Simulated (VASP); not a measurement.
# SiC (F-43m) in VASP: further runs

SiC is run at these levels: PBE; tasks: G0W0 quasiparticle levels.

Everything below comes from runs of VASP 6.6.1. Logs are shortened: lines on timing, memory, paths and dates and some standing lists are left out, and cuts for length are marked.

### Step 1. The cell of the first run

Symmetry: F-43m, No. 216, cubic system. The conventional cell has a = 4.356 Å, b = 4.356 Å, c = 4.356 Å, α = 90.00°, β = 90.00°, γ = 90.00°. Si (site symmetry -43m) has 4 C at 1.89 Å within 2.5 Å. Within 2.5 Å of C (site symmetry -43m) lie 4 Si at 1.89 Å.

### Step 2. G0W0 quasiparticle levels, PBE

File POSCAR:

```
SiC
1.0
    0.0000000000      2.1780497569      2.1780497569
    2.1780497569      0.0000000000      2.1780497569
    2.1780497569      2.1780497569      0.0000000000
Si C
1 1
Direct
    0.2500000000      0.2500000000      0.2500000000
    0.0000000000      0.0000000000      0.0000000000
```

File INCAR.step1:

```
SYSTEM = SiC
PREC = Accurate
ENCUT = 500
EDIFF = 1E-8
ISMEAR = 0
SIGMA = 0.01
LREAL = .FALSE.
LASPH = .TRUE.
NELM = 100
ALGO = Normal
LWAVE = .TRUE.
LCHARG = .FALSE.
GGA = PE
```

File INCAR.step2:

```
SYSTEM = SiC
PREC = Accurate
ENCUT = 500
EDIFF = 1E-8
ISMEAR = 0
SIGMA = 0.01
LREAL = .FALSE.
LASPH = .TRUE.
NELM = 1
ALGO = Exact
LWAVE = .TRUE.
LCHARG = .FALSE.
GGA = PE
NBANDS = 37
LOPTICS = .TRUE.
ISTART = 1
```

File INCAR.step3:

```
SYSTEM = SiC
PREC = Accurate
ENCUT = 500
EDIFF = 1E-8
ISMEAR = 0
SIGMA = 0.01
LREAL = .FALSE.
LASPH = .TRUE.
ALGO = EVGW0
LWAVE = .FALSE.
LCHARG = .FALSE.
GGA = PE
NELMGW = 1
NBANDS = 37
ENCUTGW = 80.0
NOMEGA = 96
PRECFOCK = Fast
ISTART = 1
NBANDSGW = 12
OMEGAMAX = 30
```

File KPOINTS:

```
Automatic mesh
0
G
  8 8 8
  0 0 0
```

Potentials or basis: VASP PAW PBE potentials, release 64 (Si_GW, C_GW).

Command:

```sh
> cat potpaw_PBE.64/Si_GW/POTCAR potpaw_PBE.64/C_GW/POTCAR > POTCAR
> cp INCAR.step1 INCAR
> mpirun -np 1 vasp_std > vasp.out
> cp INCAR.step2 INCAR
> mpirun -np 1 vasp_std > vasp.out
> cp INCAR.step3 INCAR
> mpirun -np 1 vasp_std > vasp.out
```

OUTCAR:

```text
SYSTEM = SiC
   PREC = Accurate
   ENCUT = 500
   EDIFF = 1E-8
   ISMEAR = 0
   LREAL = .FALSE.
   LASPH = .TRUE.
   GGA = PE
   NELMGW = 1
   ENCUTGW = 80.0
   PRECFOCK = Fast
   ISTART = 1

 ion  position               nearest neighbor table
   1  0.250  0.250  0.250-   2 1.89   2 1.89   2 1.89   2 1.89
   2  0.000  0.000  0.000-   1 1.89   1 1.89   1 1.89   1 1.89

  LATTYP: Found a face centered cubic cell.
 ALAT       =     4.3560995138

  Lattice vectors:

 A1 = (   0.0000000000,   2.1780497569,   2.1780497569)
 A2 = (   2.1780497569,   0.0000000000,   2.1780497569)
 A3 = (   2.1780497569,   2.1780497569,   0.0000000000)

Analysis of symmetry for initial positions (statically):
=====================================================================
 Subroutine PRICEL returns:
 Original cell was already a primitive cell.

 Routine SETGRP: Setting up the symmetry group for a
 face centered cubic supercell.

 Subroutine GETGRP returns: Found 24 space group operations
 (whereof 24 operations were pure point group operations)
 out of a pool of 48 trial point group operations.

The static configuration has the point symmetry T_d .

Analysis of symmetry for dynamics (positions and initial velocities):
=====================================================================
 Subroutine PRICEL returns:
 Original cell was already a primitive cell.

 Routine SETGRP: Setting up the symmetry group for a
 face centered cubic supercell.

 Subroutine GETGRP returns: Found 24 space group operations
 (whereof 24 operations were pure point group operations)
 out of a pool of 48 trial point group operations.

The dynamic configuration has the point symmetry T_d .

 Subroutine INISYM returns: Found 24 space group operations
 (whereof 24 operations are pure point group operations),
 and found     1 'primitive' translations

----------------------------------------------------------------------------------------

                                     Primitive cell

  volume of cell :      20.6649

  direct lattice vectors                    reciprocal lattice vectors
     0.000000000  2.178049757  2.178049757    -0.229563167  0.229563167  0.229563167
     2.178049757  0.000000000  2.178049757     0.229563167 -0.229563167  0.229563167
     2.178049757  2.178049757  0.000000000     0.229563167  0.229563167 -0.229563167

  length of vectors
     3.080227506  3.080227506  3.080227506     0.397615069  0.397615069  0.397615069

  position of ions in fractional coordinates (direct lattice)
     0.250000000  0.250000000  0.250000000
     0.000000000  0.000000000  0.000000000

  ion indices of the primitive-cell ions
   primitive index   ion index
                 1           1
                 2           2

----------------------------------------------------------------------------------------

 KPOINTS: Automatic mesh

Automatic generation of k-mesh.
 Grid dimensions read from file:
 generate k-points for:    8    8    8

 Generating k-lattice:

  Cartesian coordinates                     Fractional coordinates (reciprocal lattice)
    -0.028695396  0.028695396  0.028695396     0.125000000  0.000000000  0.000000000
     0.028695396 -0.028695396  0.028695396     0.000000000  0.125000000  0.000000000
     0.028695396  0.028695396 -0.028695396     0.000000000  0.000000000  0.125000000

  Length of vectors
     0.049701884  0.049701884  0.049701884

  Shift w.r.t. Gamma in fractional coordinates (k-lattice)
     0.000000000  0.000000000  0.000000000

 Subroutine IBZKPT returns following result:
 ===========================================

 Found     29 irreducible k-points:

 Following reciprocal coordinates:
            Coordinates               Weight
  0.000000  0.000000  0.000000      1.000000
  0.125000  0.000000  0.000000      8.000000
  0.250000  0.000000  0.000000      8.000000
  0.375000  0.000000  0.000000      8.000000
  0.500000  0.000000  0.000000      4.000000
  0.125000  0.125000  0.000000      6.000000
[... 16 lines left out ...]
  0.500000  0.250000  0.125000     48.000000
 -0.375000  0.250000  0.125000     24.000000
 [... further k-points ...]
   k-points           NKPTS =     29   k-points in BZ     NKDIM =    512   number of bands    NBANDS=     37
   number of dos      NEDOS =    301   number of ions     NIONS =      2
   total plane-waves  NPLWV =  13824
   dimension x,y,z NGX =    24 NGY =   24 NGZ =   24
   dimension x,y,z NGXF=    48 NGYF=   48 NGZF=   48
   ions per type =               1   1
   NGX,Y,Z   is equivalent  to a cutoff of  12.95, 12.95, 12.95 a.u.
   NGXF,Y,Z  is equivalent  to a cutoff of  25.91, 25.91, 25.91 a.u.
 SYSTEM =  SiC
   PREC   = accura    normal or accurate (medium, high low for compatibility)
   ISTART =      1    job   : 0-new  1-cont  2-samecut
   ICHARG =      0    charge: 1-file 2-atom 10-const
   ISPIN  =      1    spin polarized calculation?
   LNONCOLLINEAR =      F non collinear calculations
   LSORBIT =      F    spin-orbit coupling
   LASPH  =      T    aspherical Exc in radial PAW
   ENCUT  =  500.0 eV  36.75 Ry    6.06 a.u.   5.62  5.62  5.62*2*pi/ulx,y,z
   NELM   =     60;   NELMIN=  2; NELMDL=  0     # of ELM steps
   EDIFF  = 0.1E-07   stopping-criterion for ELM
   LREAL  =      F    real-space projection
   EDIFFG = 0.1E-06   stopping-criterion for IOM
   NSW    =      0    number of steps for IOM
   IBRION =     -1    ionic relax: 0-MD 1-quasi-New 2-CG
   NFREE  =      0    steps in history (QN), initial steepest desc. (CG)
   ISIF   =      0    stress and relaxation
   ISYM   =      3    0-nonsym 1-usesym 2-fastsym
   POTIM  = 0.5000    time-step for ionic-motion
   TEBEG  =    0.0;   TEEND  =   0.0 temperature during run
   PSTRESS=    0.0 pullay stress
   NELECT =       8.0000    total number of electrons
   NUPDOWN=      -1.0000    fix difference up-down
   EMIN   =  10.00;   EMAX   =-10.00  energy-range for DOS
   EFERMI =   0.00;   METHOD = LEGACY
   ISMEAR =     0;   SIGMA  =   0.01  broadening in eV -4-tet -1-fermi 0-gaus
   EFERMI_NEDOS =   21; number of points for ismear=-14 and -15
   IALGO  =     38    algorithm
   IMIX   =      4    mixing-type and parameters
     AMIX     =   0.40;   BMIX     =  1.00
     AMIX_MAG =   1.60;   BMIX_MAG =  1.00
  volume/ion in A,a.u.               =      10.33        69.73
  Fermi-wavevector in a.u.,A,eV,Ry     =   1.193146  2.254720 19.369228  1.423598
  Thomas-Fermi vector in A             =   2.329168
   LORBIT       =      0    0 simple, 1 ext, 2 COOP (PROOUT), +10 PAW based schemes
   GGA     = PE    functional components
   LHFCALC =     T    Hartree Fock is set to
   PRECFOCK=fast      Normal, Fast or Accurate (Low or Medium for compatibility)
   ENCUT4O =  -1.0   cutoff for four orbital integrals eV
   NKREDX  =     1    reduce k-point grid by
   NKREDY  =     1    reduce k-point grid by
   NKREDZ  =     1    reduce k-point grid by
   AEXX    =    1.0000 exact exchange contribution
   HFSCREEN=    0.0000 screening length (either q_TF or 0.3 A-1)
   HFSCREENC=   0.0000 screening length for correlation (either q_TF or 0.3 A-1)
   ENCUTFOCK=  -1.0 apply spherical cutoff to Coloumb kernel
   IVDW    =     0    specifies the selected vdW correction
   LEPSILON=     F    determine dielectric tensor
   LRPA    =     F    only Hartree local field effects (RPA)
   LRPAFORCE           =     F    calculate RPA forces
   ENCUTGW             =  80.0    cutoff for response function in eV
   ENCUTGWSOFT         =  64.0    soft cutoff for Coulomb kernel in GW response function in eV
   ENCUTLF             =  -1.0    cutoff for local field effects
   NELMGW              =     1    number of iterations in solving QP/BSE equation
   NELMHF              =     1    number of iterations in the inner HF iteration
   NKREDLFX            =     1    NKREDLFY  =   1   NKREDLFZ  =   1
 non-spin polarized calculation
 Gauss-broadening in eV      SIGMA  =   0.01
  energy-cutoff  :      500.00
  volume of cell :       20.66
 maximum number of plane-waves:       544
 NGX is ok and might be reduce to    24
  NGX = 14; NGY = 14; NGZ = 14
   NGX = 11   NGY = 11   NGZ = 11
 maximum number of plane-waves:        40
 NGX is ok and might be reduce to    12

 QP shifts <psi_nk| G(iteration)W_0 |psi_nk>: iteration 1
 for sc-GW calculations column KS-energies equals QP-energies in previous step
 and V_xc(KS)=  KS-energies - (<T + V_ion + V_H > + <T+V_H+V_ion>^1  + <V_x>^1)

 k-point   1 :       0.0000    0.0000    0.0000
  band No.  KS-energies  QP-energies   sigma(KS)   V_xc(KS)     V^pw_x(r,r')   Z            occupation Imag(sigma)

      1      -7.6343      -8.4226     -13.8339     -12.7421     -21.7033       0.7221       2.0000       1.3974
      2       7.7832       7.6366     -14.9935     -14.8084     -17.3851       0.7925       2.0000       0.0583
      3       7.7832       7.6366     -14.9935     -14.8084     -17.3851       0.7925       2.0000       0.0583
      4       7.7832       7.6366     -14.9935     -14.8084     -17.3851       0.7925       2.0000       0.0583
      5      14.0273      14.8844     -12.0900     -13.1825      -7.4341       0.7846       0.0000      -0.0973
      6      15.0953      15.9546     -10.4689     -11.5497      -5.7822       0.7950       0.0000      -0.0964
      7      15.0953      15.9546     -10.4689     -11.5497      -5.7822       0.7950       0.0000      -0.0964
      8      15.0953      15.9546     -10.4689     -11.5497      -5.7822       0.7950       0.0000      -0.0964
      9      22.2852      23.2885     -10.1584     -11.4325      -4.5166       0.7875       0.0000      -0.2891
     10      22.2852      23.2885     -10.1584     -11.4325      -4.5166       0.7875       0.0000      -0.2891
     11      24.2660      24.7268      -9.2092      -9.7986      -2.9185       0.7818       0.0000      -0.4498
     12      25.0593      25.5918      -9.5893     -10.2763      -2.9648       0.7750       0.0000      -0.7510

 k-point   2 :       0.1250    0.0000    0.0000
  band No.  KS-energies  QP-energies   sigma(KS)   V_xc(KS)     V^pw_x(r,r')   Z            occupation Imag(sigma)
[... 353 lines left out ...]
      1      -3.4152      -4.0058     -14.7922     -13.9830     -21.6824       0.7300       2.0000       0.7821
      2      -0.0536      -0.7411     -13.1727     -12.2452     -17.8059       0.7412       2.0000       0.3235
      3       4.0705       3.5736     -14.0134     -13.3646     -17.3055       0.7658       2.0000       0.1070
      4       5.5218       5.1212     -14.1380     -13.6244     -16.9191       0.7799       2.0000       0.0766
      5      13.0333      13.7562     -10.6086     -11.5118      -6.2908       0.8005       0.0000      -0.0840
      6      15.0640      15.8855     -10.7259     -11.7599      -5.9841       0.7944       0.0000      -0.1019
      7      17.9379      18.9912     -11.2757     -12.6374      -5.8044       0.7735       0.0000      -0.1828
      8      18.7929      19.9022     -11.5700     -13.0153      -5.9087       0.7676       0.0000      -0.2176
      9      21.2091      22.0139     -10.2940     -11.3473      -4.0062       0.7641       0.0000      -0.3415
     10      24.0024      24.8745     -10.3912     -11.5256      -3.8463       0.7688       0.0000      -0.5156
     11      27.1151      27.7911      -9.8370     -10.7098      -3.1202       0.7745       0.0000      -0.7217
     12      29.2156      30.4010     -11.1903     -12.7450      -4.1894       0.7624       0.0000      -0.8903

 [... further k-points ...]
```

It took 2.8 min on 1 thread of Intel Xeon 6975P-C (Granite Rapids), shared host; peak memory 0.46 GiB.

What came out:

```
Quasiparticle gap                                   : 1.93 eV
Least direct quasiparticle gap                      : 5.45 eV
Band gap of the starting levels on the mesh         : 1.35 eV
Least direct gap of the starting levels on the mesh : 4.54 eV
```

Caveat: bands, screening cutoff and mesh are small and nothing is extrapolated, so the quasiparticle values aren't converged.

### Step 3. G0W0 quasiparticle levels, PBE

POSCAR is that of step 2.

Changes to INCAR.step1 since step 2:

```diff
@@ -8,3 +8,3 @@
 LASPH = .TRUE.
-NELM = 100
+NELM = 80
 ALGO = Normal
```

Changes to INCAR.step2 since step 2:

```diff
@@ -13,3 +13,3 @@
 GGA = PE
-NBANDS = 37
+NBANDS = 81
 LOPTICS = .TRUE.
```

Changes to INCAR.step3 since step 2:

```diff
@@ -13,4 +13,4 @@
 NELMGW = 1
-NBANDS = 37
-ENCUTGW = 80.0
+NBANDS = 81
+ENCUTGW = 140.0
 NOMEGA = 96
@@ -19,2 +19,2 @@
 NBANDSGW = 12
-OMEGAMAX = 30
+OMEGAMAX = 20
```

File KPOINTS:

```
regular mesh
0
G
  6 6 6
  0 0 0
```

Potentials or basis: VASP PAW PBE potentials, release 64 (Si_GW, C_GW).

Command:

```sh
> cat potpaw_PBE.64/Si_GW/POTCAR potpaw_PBE.64/C_GW/POTCAR > POTCAR
> cp INCAR.step1 INCAR
> mpirun -np 1 vasp_std > vasp.out
> cp INCAR.step2 INCAR
> mpirun -np 1 vasp_std > vasp.out
> cp INCAR.step3 INCAR
> mpirun -np 1 vasp_std > vasp.out
```

OUTCAR:

```text
SYSTEM = SiC
   PREC = Accurate
   ENCUT = 500
   EDIFF = 1E-8
   ISMEAR = 0
   LREAL = .FALSE.
   LASPH = .TRUE.
   GGA = PE
   NELMGW = 1
   ENCUTGW = 140.0
   PRECFOCK = Fast
   ISTART = 1

 ion  position               nearest neighbor table
   1  0.250  0.250  0.250-   2 1.89   2 1.89   2 1.89   2 1.89
   2  0.000  0.000  0.000-   1 1.89   1 1.89   1 1.89   1 1.89

  LATTYP: Found a face centered cubic cell.
 ALAT       =     4.3560995138

  Lattice vectors:

 A1 = (   0.0000000000,   2.1780497569,   2.1780497569)
 A2 = (   2.1780497569,   0.0000000000,   2.1780497569)
 A3 = (   2.1780497569,   2.1780497569,   0.0000000000)

Analysis of symmetry for initial positions (statically):
=====================================================================
 Subroutine PRICEL returns:
 Original cell was already a primitive cell.

 Routine SETGRP: Setting up the symmetry group for a
 face centered cubic supercell.

 Subroutine GETGRP returns: Found 24 space group operations
 (whereof 24 operations were pure point group operations)
 out of a pool of 48 trial point group operations.

The static configuration has the point symmetry T_d .

Analysis of symmetry for dynamics (positions and initial velocities):
=====================================================================
 Subroutine PRICEL returns:
 Original cell was already a primitive cell.

 Routine SETGRP: Setting up the symmetry group for a
 face centered cubic supercell.

 Subroutine GETGRP returns: Found 24 space group operations
[... 112 lines left out ...]
   IMIX   =      4    mixing-type and parameters
     AMIX     =   0.40;   BMIX     =  1.00
     AMIX_MAG =   1.60;   BMIX_MAG =  1.00
  volume/ion in A,a.u.               =      10.33        69.73
  Fermi-wavevector in a.u.,A,eV,Ry     =   1.193146  2.254720 19.369228  1.423598
  Thomas-Fermi vector in A             =   2.329168
   LORBIT       =      0    0 simple, 1 ext, 2 COOP (PROOUT), +10 PAW based schemes
   GGA     = PE    functional components
   LHFCALC =     T    Hartree Fock is set to
   PRECFOCK=fast      Normal, Fast or Accurate (Low or Medium for compatibility)
   ENCUT4O =  -1.0   cutoff for four orbital integrals eV
   NKREDX  =     1    reduce k-point grid by
   NKREDY  =     1    reduce k-point grid by
   NKREDZ  =     1    reduce k-point grid by
   AEXX    =    1.0000 exact exchange contribution
   HFSCREEN=    0.0000 screening length (either q_TF or 0.3 A-1)
   HFSCREENC=   0.0000 screening length for correlation (either q_TF or 0.3 A-1)
   ENCUTFOCK=  -1.0 apply spherical cutoff to Coloumb kernel
   IVDW    =     0    specifies the selected vdW correction
   LEPSILON=     F    determine dielectric tensor
   LRPA    =     F    only Hartree local field effects (RPA)
   LRPAFORCE           =     F    calculate RPA forces
   ENCUTGW             = 140.0    cutoff for response function in eV
   ENCUTGWSOFT         = 112.0    soft cutoff for Coulomb kernel in GW response function in eV
   ENCUTLF             =  -1.0    cutoff for local field effects
   NELMGW              =     1    number of iterations in solving QP/BSE equation
   NELMHF              =     1    number of iterations in the inner HF iteration
   NKREDLFX            =     1    NKREDLFY  =   1   NKREDLFZ  =   1
 non-spin polarized calculation
 Gauss-broadening in eV      SIGMA  =   0.01
  energy-cutoff  :      500.00
  volume of cell :       20.66
 maximum number of plane-waves:       544
 NGX is ok and might be reduce to    24
  NGX = 14; NGY = 14; NGZ = 14
   NGX = 11   NGY = 11   NGZ = 11
 maximum number of plane-waves:        82
 NGX is ok and might be reduce to    14

 QP shifts <psi_nk| G(iteration)W_0 |psi_nk>: iteration 1
 for sc-GW calculations column KS-energies equals QP-energies in previous step
 and V_xc(KS)=  KS-energies - (<T + V_ion + V_H > + <T+V_H+V_ion>^1  + <V_x>^1)

 k-point   1 :       0.0000    0.0000    0.0000
  band No.  KS-energies  QP-energies   sigma(KS)   V_xc(KS)     V^pw_x(r,r')   Z            occupation Imag(sigma)

      1      -7.6306      -8.6271     -14.1256     -12.7407     -21.7005       0.7196       2.0000       1.3088
      2       7.7898       7.2432     -15.5014     -14.8088     -17.4318       0.7892       2.0000       0.0297
      3       7.7898       7.2432     -15.5014     -14.8088     -17.4318       0.7892       2.0000       0.0297
      4       7.7898       7.2432     -15.5014     -14.8088     -17.4318       0.7892       2.0000       0.0297
      5      14.0327      14.5811     -12.4782     -13.1810      -7.3904       0.7801       0.0000      -0.0699
      6      15.0963      15.6777     -10.8156     -11.5486      -5.7593       0.7932       0.0000      -0.0674
      7      15.0963      15.6777     -10.8156     -11.5486      -5.7593       0.7932       0.0000      -0.0674
      8      15.0963      15.6777     -10.8156     -11.5486      -5.7593       0.7932       0.0000      -0.0674
      9      22.2861      22.9301     -10.6094     -11.4320      -4.5118       0.7828       0.0000      -0.2389
     10      22.2861      22.9301     -10.6094     -11.4320      -4.5118       0.7828       0.0000      -0.2389
     11      24.2678      24.5076      -9.4836      -9.7953      -2.9125       0.7695       0.0000      -0.3792
     12      25.0605      25.3111      -9.9454     -10.2735      -2.9612       0.7638       0.0000      -0.6738
[... 228 lines left out ...]
      1      -2.4366      -3.2739     -15.6108     -14.4548     -21.9225       0.7243       2.0000       0.5884
      2       0.4928      -0.3706     -13.8424     -12.6677     -18.0582       0.7350       2.0000       0.2207
      3       3.2745       2.4315     -13.9814     -12.8679     -17.0712       0.7571       2.0000       0.0750
      4       3.3984       2.5775     -13.5726     -12.4969     -16.3997       0.7631       2.0000       0.0665
      5      11.7801      12.1787     -11.2224     -11.7202      -6.9029       0.8008       0.0000      -0.0517
      6      14.8825      15.4472     -11.0008     -11.7075      -6.0836       0.7991       0.0000      -0.0639
      7      18.6235      19.2058     -11.2340     -11.9990      -4.9199       0.7612       0.0000      -0.1888
      8      20.0070      20.7535     -11.9836     -12.9622      -5.7182       0.7628       0.0000      -0.1946
      9      21.9716      22.6584     -11.9943     -12.9286      -4.6009       0.7352       0.0000      -0.3786
     10      25.4937      26.0406     -11.1126     -11.8337      -3.7851       0.7584       0.0000      -0.5718
     11      28.9385      29.8042     -12.0865     -13.2346      -4.4973       0.7540       0.0000      -0.7776
     12      31.8950      32.4576     -11.7959     -12.5343      -4.0113       0.7618       0.0000      -1.1552
```

It took 3.1 min on 1 thread of AMD EPYC 9R45 (Zen 5), shared host; peak memory 0.33 GiB.

What came out:

```yaml
Quasiparticle_gap: 2.13 eV
Least_direct_quasiparticle_gap: 5.57 eV
Band_gap_of_the_starting_levels_on_the_mesh: 1.35 eV
Least_direct_gap_of_the_starting_levels_on_the_mesh: 4.54 eV
```

Caveat: the k points lie up to 0.42 Å⁻¹ apart; bands, screening cutoff and mesh are small and nothing is extrapolated, so the quasiparticle values aren't converged.
